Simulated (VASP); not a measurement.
Set up this calculation in VASP 6.6.1, as the native input.

```yaml
Task: single point
Functional: r2SCAN
Potentials_or_basis: VASP PAW PBE potentials, release 64 (Pb_d, S)
Cutoff: 520 eV
k_mesh: 6 × 6 × 4
Occupations: gaussian, width 0.01 eV
Spin: no spin polarisation
Dipole_correction: no
Further_INCAR_settings: ALGO = Normal; EDIFF = 1e-07; NBANDS = 28
```

PbS:

```
Pb S
1.0
     4.86111    0.00000    0.00000
    -2.43056    4.20985    0.00000
     0.00000    0.00000    6.04319
Pb S
2 2
Direct
  0.33333 0.66667 0.93245
  0.66667 0.33333 0.43245
  0.33333 0.66667 0.44255
  0.66667 0.33333 0.94255
```

This cell differs from its parent crystal: epitaxial xy strain -2.7%.

These files were run (other wordings do the same):

POSCAR

```
PbS
1.0
    4.8611121595      0.0000000000      0.0000000000
   -2.4305560798      4.2098466208      0.0000000000
    0.0000000000      0.0000000000      6.0431903883
Pb S
2 2
Direct
    0.3333333333      0.6666666667     -0.0675521907
    0.6666666667      0.3333333333      0.4324478093
    0.3333333333      0.6666666667      0.4425521907
    0.6666666667      0.3333333333      0.9425521907
```

INCAR.step1

```
SYSTEM = PbS
ALGO = Normal ; EDIFF = 1E-4
ENCUT = 520 ; GGA = PE
ISMEAR = 0 ; LASPH = .TRUE.
LCHARG = .FALSE. ; LREAL = .FALSE.
LWAVE = .TRUE. ; NBANDS = 28
NELM = 60 ; PREC = Accurate
SIGMA = 0.01
```

INCAR.step2

```
SYSTEM = PbS
ALGO = Normal ; EDIFF = 1E-7
ENCUT = 520 ; ISIF = 2
ISMEAR = 0 ; ISTART = 1
LASPH = .TRUE. ; LCHARG = .TRUE.
LELF = .TRUE. ; LMIXTAU = .TRUE.
LREAL = .FALSE. ; LVHAR = .TRUE.
LWAVE = .FALSE. ; METAGGA = R2SCAN
NBANDS = 28 ; NELM = 60
PREC = Accurate ; SIGMA = 0.01
```

KPOINTS

```
k-points
0
G
  6 6 4
  0 0 0
```

Potentials or basis: VASP PAW PBE potentials, release 64 (Pb_d, S).

Launch:

```sh
$ cat potpaw_PBE.64/Pb_d/POTCAR potpaw_PBE.64/S/POTCAR > POTCAR
$ cp INCAR.step1 INCAR
$ mpirun -np 1 vasp_std > vasp.out
$ cp INCAR.step2 INCAR
$ mpirun -np 1 vasp_std > vasp.out
```

Results of the run:

```yaml
Pressure: 2.4 GPa
Band_gap_on_the_k_mesh: 1.56 eV
```

Caveat: the cell differs from its parent crystal (epitaxial xy strain -2.7%); the PAW data sets were made with another functional, which shifts forces and pressure a little; spin-orbit coupling is left out, which moves the levels of the heavy elements.

Wall time 6.5 min on 1 thread of Intel Xeon 8259CL, on a shared host, peak memory 0.28 GiB.
